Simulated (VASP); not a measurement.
A run of VASP 6.6.1:

Contents of INCAR:

```
PREC = Accurate
ENCUT = 520
EDIFF = 1E-6
ISMEAR = 0
SIGMA = 0.02
LREAL = False
LASPH = True
NELM = 100
ALGO = Normal
ISIF = 2
LWAVE = False
LCHARG = True
GGA = PS
LELF = True
LVHAR = True
NBANDS = 14
```

KPOINTS

```
Automatic mesh
0
Gamma
  8 8 8
```

The input POSCAR:

```
NaCl
1.0
    0.0000000000      2.8009524298      2.8009524298
    2.8009524298      0.0000000000      2.8009524298
    2.8009524298      2.8009524298      0.0000000000
Na Cl
1 1
Direct
    0.0000000000      0.0000000000      0.0000000000
    0.5000000000      0.5000000000      0.5000000000
```

Potentials or basis: VASP PAW PBE potentials, release 64 (Na_pv, Cl).

Launch:

```console
$ cat potpaw_PBE.64/Na_pv/POTCAR potpaw_PBE.64/Cl/POTCAR > POTCAR
$ mpirun -np 1 vasp_std > vasp.out
```

Hardware: 1 thread of Intel(R) Xeon(R) Platinum 8259CL CPU @ 2.50GHz (Skylake/Cascade Lake), on a shared host.

**Question.** Estimate the wall time of this run.

**Answer.** Run time: 14 s on 1 thread of Intel(R) Xeon(R) Platinum 8259CL CPU @ 2.50GHz (Skylake/Cascade Lake), with other jobs on the host, peak memory 0.16 GiB. Counts: scf iterations 12, k points 29.
